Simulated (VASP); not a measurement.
A run of VASP 6.6.1:

The input INCAR:

```
SYSTEM = KI
ALGO = Normal ; EDIFF = 1E-7
ENCUT = 520 ; GGA = PE
ISIF = 2 ; ISMEAR = -1
LASPH = .True. ; LCHARG = .False.
LREAL = .False. ; LWAVE = .False.
NBANDS = 15 ; NELM = 80
PREC = Accurate ; SIGMA = 0.02
```

Contents of KPOINTS:

```
k-points
0
Gamma
  6 6 6
  0 0 0
```

The input POSCAR:

```
KI
1.0
    0.0000000000      3.5445661365      3.5445661365
    3.7377449909      0.0000000000      3.5445661365
    3.7377449909      3.5445661365      0.0000000000
K I
1 1
Direct
    0.0000000000      0.0000000000      0.0000000000
    0.5000000000      0.5000000000      0.5000000000
```

Potentials or basis: VASP PAW PBE potentials, release 64 (K_sv, I).

Run with:

```sh
$ cat potpaw_PBE.64/K_sv/POTCAR potpaw_PBE.64/I/POTCAR > POTCAR
$ mpirun -np 1 vasp_std > vasp.out
```

Hardware: 1 thread of AMD EPYC 7R13 Processor (Zen 3) (shared host).

Question: Estimate the wall time of this run.

Answer: It took 56 s on 1 thread of AMD EPYC 7R13 Processor (Zen 3), with other jobs on the host, peak memory 0.22 GiB. Counts: scf iterations 15, k points 30.
